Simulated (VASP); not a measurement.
# Ga4TeAs (P4/mmm) in VASP: further runs

Ga4TeAs is run at these levels: PBE; tasks: single point.

Everything below comes from runs of VASP 6.6.1. Logs are shortened: lines on timing, memory, paths and dates and some standing lists are left out, and cuts for length are marked.

## 1. The cell of the first run

The structure is tetragonal, space group P4/mmm (No. 123). Conventional cell: a = 4.090 Å, b = 4.090 Å, c = 7.188 Å, α = 90.00°, β = 90.00°, γ = 90.00°. Ga (site symmetry mmm) has 2 As at 2.04 Å within 2.7 Å. Within 2.6 Å of Ga (site symmetry 4mm) lie 1 As at 1.97 Å. Within 4.4 Å of Te (site symmetry 4/mmm) lie 16 Ga at 3.32 to 4.13 Å and 4 Te at 4.09 Å. As (site symmetry 4/mmm) has 6 Ga at 1.97 to 2.04 Å within 2.6 Å.

## 2. Single point, PBE

Input file INCAR:

```
  PREC = Accurate
  ENCUT = 520
  EDIFF = 1E-6
  ISMEAR = 0
  SIGMA = 0.1
  LREAL = F
  LASPH = T
  NELM = 80
  ALGO = Normal
  ISIF = 2
  LWAVE = F
  LCHARG = F
  GGA = PE
  NBANDS = 40
```

Input file KPOINTS:

```
Automatic mesh
0
Gamma
  4 4 4
```

Input file POSCAR:

```
Ga4TeAs
1.0
    4.0895247800      0.0000000000      0.0000000000
    0.0000000000      4.0895247800      0.0000000000
    0.0000000000      0.0000000000      7.1875988700
Ga Te As
4 1 1
Direct
    0.5000000000      0.0000000000      0.0000000000
    0.0000000000      0.5000000000      0.0000000000
    0.0000000000      0.0000000000      0.2737000000
    0.0000000000      0.0000000000      0.7263000000
    0.5000000000      0.5000000000      0.5000000000
    0.0000000000      0.0000000000      0.0000000000
```

Potentials or basis: VASP PAW PBE potentials, release 64 (Ga_d, Te, As).

Command:

```
$ cat potpaw_PBE.64/Ga_d/POTCAR potpaw_PBE.64/Te/POTCAR potpaw_PBE.64/As/POTCAR > POTCAR
$ mpirun -np 1 vasp_std > vasp.out
```

OUTCAR:

```text
PREC = Accurate
   ENCUT = 520
   EDIFF = 1E-6
   ISMEAR = 0
   LREAL = F
   LASPH = T
   NELM = 80
   ISIF = 2
   GGA = PE

 ion  position               nearest neighbor table
   1  0.500  0.000  0.000-   6 2.04   6 2.04   3 2.84   3 2.84   4 2.84   4 2.84   2 2.89   2 2.89
                             2 2.89   2 2.89
   2  0.000  0.500  0.000-   6 2.04   6 2.04   3 2.84   3 2.84   4 2.84   4 2.84   1 2.89   1 2.89
                             1 2.89   1 2.89
   3  0.000  0.000  0.274-   6 1.97   2 2.84   1 2.84   2 2.84   1 2.84
   4  0.000  0.000  0.726-   6 1.97   2 2.84   1 2.84   2 2.84   1 2.84
   5  0.500  0.500  0.500-
   6  0.000  0.000  0.000-   3 1.97   4 1.97   1 2.04   2 2.04   2 2.04   1 2.04

  LATTYP: Found a simple tetragonal cell.
 ALAT       =     4.0895247800
 C/A-ratio  =     1.7575633495

  Lattice vectors:

 A1 = (   4.0895247800,   0.0000000000,   0.0000000000)
 A2 = (   0.0000000000,   4.0895247800,   0.0000000000)
 A3 = (   0.0000000000,   0.0000000000,   7.1875988700)

Analysis of symmetry for initial positions (statically):
=====================================================================
 Subroutine PRICEL returns:
 Original cell was already a primitive cell.

 Routine SETGRP: Setting up the symmetry group for a
 simple tetragonal supercell.

 Subroutine GETGRP returns: Found 16 space group operations
 (whereof 16 operations were pure point group operations)
 out of a pool of 16 trial point group operations.

The static configuration has the point symmetry D_4h.

Analysis of symmetry for dynamics (positions and initial velocities):
=====================================================================
 Subroutine PRICEL returns:
 Original cell was already a primitive cell.

 Routine SETGRP: Setting up the symmetry group for a
 simple tetragonal supercell.

 Subroutine GETGRP returns: Found 16 space group operations
 (whereof 16 operations were pure point group operations)
 out of a pool of 16 trial point group operations.

The dynamic configuration has the point symmetry D_4h.

 Subroutine INISYM returns: Found 16 space group operations
 (whereof 16 operations are pure point group operations),
 and found     1 'primitive' translations

----------------------------------------------------------------------------------------

                                     Primitive cell

  volume of cell :     120.2069
[... 90 lines left out ...]
   EDIFF  = 0.1E-05   stopping-criterion for ELM
   LREAL  =      F    real-space projection
   EDIFFG = 0.1E-04   stopping-criterion for IOM
   NSW    =      0    number of steps for IOM
   IBRION =     -1    ionic relax: 0-MD 1-quasi-New 2-CG
   NFREE  =      0    steps in history (QN), initial steepest desc. (CG)
   ISIF   =      2    stress and relaxation
   ISYM   =      2    0-nonsym 1-usesym 2-fastsym
   POTIM  = 0.5000    time-step for ionic-motion
   TEBEG  =    0.0;   TEEND  =   0.0 temperature during run
   PSTRESS=    0.0 pullay stress
   NELECT =      63.0000    total number of electrons
   NUPDOWN=      -1.0000    fix difference up-down
   EMIN   =  10.00;   EMAX   =-10.00  energy-range for DOS
   EFERMI =   0.00;   METHOD = LEGACY
   ISMEAR =     0;   SIGMA  =   0.10  broadening in eV -4-tet -1-fermi 0-gaus
   EFERMI_NEDOS =   21; number of points for ismear=-14 and -15
   IALGO  =     38    algorithm
   IMIX   =      4    mixing-type and parameters
     AMIX     =   0.40;   BMIX     =  1.00
     AMIX_MAG =   1.60;   BMIX_MAG =  1.00
  volume/ion in A,a.u.               =      20.03       135.20
  Fermi-wavevector in a.u.,A,eV,Ry     =   1.319913  2.494273 23.703652  1.742169
  Thomas-Fermi vector in A             =   2.449777
   LORBIT       =      0    0 simple, 1 ext, 2 COOP (PROOUT), +10 PAW based schemes
   GGA     = PE    functional components
   LHFCALC =     F    Hartree Fock is set to
   AEXX    =    0.0000 exact exchange contribution
   IVDW    =     0    specifies the selected vdW correction
   LEPSILON=     F    determine dielectric tensor
   LRPA    =     F    only Hartree local field effects (RPA)
 non-spin polarized calculation
 Gauss-broadening in eV      SIGMA  =   0.10
  energy-cutoff  :      520.00
  volume of cell :      120.21
 maximum number of plane-waves:      3251
   NGX = 15   NGY = 15   NGZ = 27

 number of electron      63.0000056 magnetization

 Free energy of the ion-electron system (eV)
  ---------------------------------------------------
  ext. energy  EPLUGINS =         0.00000000
  ---------------------------------------------------
  free energy    TOTEN  =        -5.76558821 eV

  energy without entropy =       -5.73653592  energy(sigma->0) =       -5.75106207

 E-fermi :   6.2427     XC(G=0): -10.5469

 val. band max:        6.2318325553   @ k =   0.2500   0.2500   0.0000
 cond. band min:       6.2537866084   @ k =   0.2500   0.2500   0.2500
 fundamental gap:      0.0219540531
 Fermi energy:         6.2426735614

 k-point     1 :       0.0000    0.0000    0.0000
  band No.  band energies     occupation
      1     -12.9645      2.00000
      2     -10.2073      2.00000
      3     -10.0680      2.00000
      4     -10.0074      2.00000
      5     -10.0074      2.00000
      6      -9.7289      2.00000
[... 763 lines left out ...]
     39      12.8720      0.00000
     40      12.8720      0.00000

------------------------ aborting loop because EDIFF is reached ----------------------------------------

  FORCE on cell =-STRESS in cart. coord.  units (eV):
  Direction    XX          YY          ZZ          XY          YZ          ZX
  --------------------------------------------------------------------------------------
  -------------------------------------------------------------------------------------
  Total       30.9220388     30.9220388     42.5871186      0.0000000      0.0000000      0.0000000
  in kB      412.1441909    412.1441909    567.6221308      0.0000000      0.0000000      0.0000000
  external PRESSURE =     463.9701709 kB  Pullay stress =       0.0000000 kB

 VOLUME and BASIS-vectors are now :
 -----------------------------------------------------------------------------
  energy-cutoff  :      520.00
  volume of cell :      120.21
      direct lattice vectors                 reciprocal lattice vectors
     4.089524780  0.000000000  0.000000000     0.244527189  0.000000000  0.000000000
     0.000000000  4.089524780  0.000000000     0.000000000  0.244527189  0.000000000
     0.000000000  0.000000000  7.187598870     0.000000000  0.000000000  0.139128521

 POSITION                                       TOTAL-FORCE (eV/Angst)
 -----------------------------------------------------------------------------------
      2.04476      0.00000      0.00000         0.000000     -0.000000      0.000000
      0.00000      2.04476      0.00000         0.000000     -0.000000      0.000000
      0.00000      0.00000      1.96725        -0.000000      0.000000     12.150291
      0.00000      0.00000      5.22035        -0.000000      0.000000    -12.150291
      2.04476      2.04476      3.59380         0.000000     -0.000000      0.000000
      0.00000      0.00000      0.00000         0.000000     -0.000000      0.000000
 -----------------------------------------------------------------------------------
    total drift:                                0.000000     -0.000000      0.000000

  FREE ENERGIE OF THE ION-ELECTRON SYSTEM (eV)
  ---------------------------------------------------
  free  energy   TOTEN  =        -5.7655882116 eV

  energy  without entropy=       -5.7365359194  energy(sigma->0) =       -5.75106207
```

stdout:

```text
POSCAR found type information on POSCAR GaTeAs
 POSCAR found :  3 types and       6 ions
 scaLAPACK will be used
 LDA part: xc-table for (Slater+PW92), standard interpolation
 POSCAR, INCAR and KPOINTS ok, starting setup
 FFT: planning ... GRIDC
 FFT: planning ... GRID_SOFT
 FFT: planning ... GRID
 WAVECAR not read
 entering main loop
```

It took 73 s on 1 thread of Intel Xeon Platinum 8488C (Sapphire Rapids), shared host; peak memory 0.25 GiB.

What came out:

| Quantity | Value |
| --- | --- |
| Free energy | -5.7656 eV |
| Pressure | 46.4 GPa |
| Largest force | 12.150 eV/Å |

Forces on the atoms (eV/Å):
```
Ga    0.000   0.000   0.000
Ga    0.000   0.000   0.000
Ga    0.000   0.000  12.150
Ga    0.000   0.000 -12.150
Te    0.000   0.000   0.000
As    0.000   0.000   0.000
```

Stress tensor (GPa, compression positive):
```
41.21  0.00  0.00
 0.00 41.21  0.00
 0.00  0.00 56.76
```

Caveat: the k points lie up to 0.38 Å⁻¹ apart; spin-orbit coupling is left out, which moves the levels of the heavy elements; forces of over 1 eV/Å act on the atoms, so gaps and moduli don't describe the material at rest.

## 3. Single point, PBE

This run uses another cell than the first one, of 33.89 Å³/atom, 1.691 times its volume.

Input file INCAR:

```
SYSTEM = Ga4TeAs
ALGO = Fast
EDIFF = 1E-7
ENCUT = 520
GGA = PE
ISIF = 2
ISMEAR = 0
LASPH = .TRUE.
LCHARG = .FALSE.
LREAL = .FALSE.
LWAVE = .FALSE.
NBANDS = 40
NELM = 80
PREC = Accurate
SIGMA = 0.1
```

Input file KPOINTS:

```
k-points
0
G
  4 4 4
  0 0 0
```

Input file POSCAR:

```
Ga4TeAs
1.0
    5.1512473100      0.0000000000      0.0000000000
    0.0000000000      5.1512473100      0.0000000000
    0.0000000000      0.0000000000      7.6624392200
Ga Te As
4 1 1
Direct
    0.5000000000      0.0000000000      0.0000000000
    0.0000000000      0.5000000000      0.0000000000
    0.0000000000      0.0000000000      0.3391636749
    0.0000000000      0.0000000000      0.6608363251
    0.5000000000      0.5000000000      0.5000000000
    0.0000000000      0.0000000000      0.0000000000
```

Potentials or basis: VASP PAW PBE potentials, release 64 (Ga_d, Te, As).

Command:

```
$ cat potpaw_PBE.64/Ga_d/POTCAR potpaw_PBE.64/Te/POTCAR potpaw_PBE.64/As/POTCAR > POTCAR
$ mpirun -np 1 vasp_std > vasp.out
```

Run time: 2.4 min. Hardware: 1 thread of Intel Xeon Platinum 8488C (Sapphire Rapids), shared host; peak memory 0.38 GiB.

It converged, with:

| Property | Result |
| --- | --- |
| Free energy | -16.7838 eV |
| Pressure | 0.0 GPa |
| Largest force | 0.020 eV/Å |

Forces on the atoms (eV/Å):
```
Ga   0.000  0.000  0.000
Ga   0.000  0.000  0.000
Ga   0.000  0.000  0.020
Ga   0.000  0.000 -0.020
Te   0.000  0.000  0.000
As   0.000  0.000  0.000
```

Stress tensor (GPa, compression positive):
```
-0.06  0.00  0.00
 0.00 -0.06  0.00
 0.00  0.00  0.05
```

Levels at points of the mesh, in eV from the Fermi level:
```
           k point  band 27  band 28  band 29  band 30  band 31  band 32  band 33  band 34  band 35  band 36
(0.00, 0.00, 0.00)    -3.79    -3.66    -0.93    -0.93    -0.83     1.14     1.63     2.52     2.52     2.64
(0.50, 0.00, 0.00)    -3.54    -1.45    -0.48    -0.36     0.90     1.21     1.26     1.51     1.68     1.77
(0.50, 0.50, 0.00)    -1.88    -1.88    -0.92    -0.71     0.06     0.06     1.43     1.85     2.54     2.54
(0.00, 0.00, 0.50)    -3.75    -3.15    -3.12    -1.09    -1.09    -0.04     2.22     2.36     2.36     2.36
(0.50, 0.00, 0.50)    -3.09    -2.81    -0.91    -0.48    -0.44    -0.43     0.98     1.54     2.08     2.45
(0.50, 0.50, 0.50)    -2.68    -2.24    -2.24    -1.53     0.24     1.21     1.21     2.60     2.60     2.69
```

Caveat: spin-orbit coupling is left out, which moves the levels of the heavy elements.
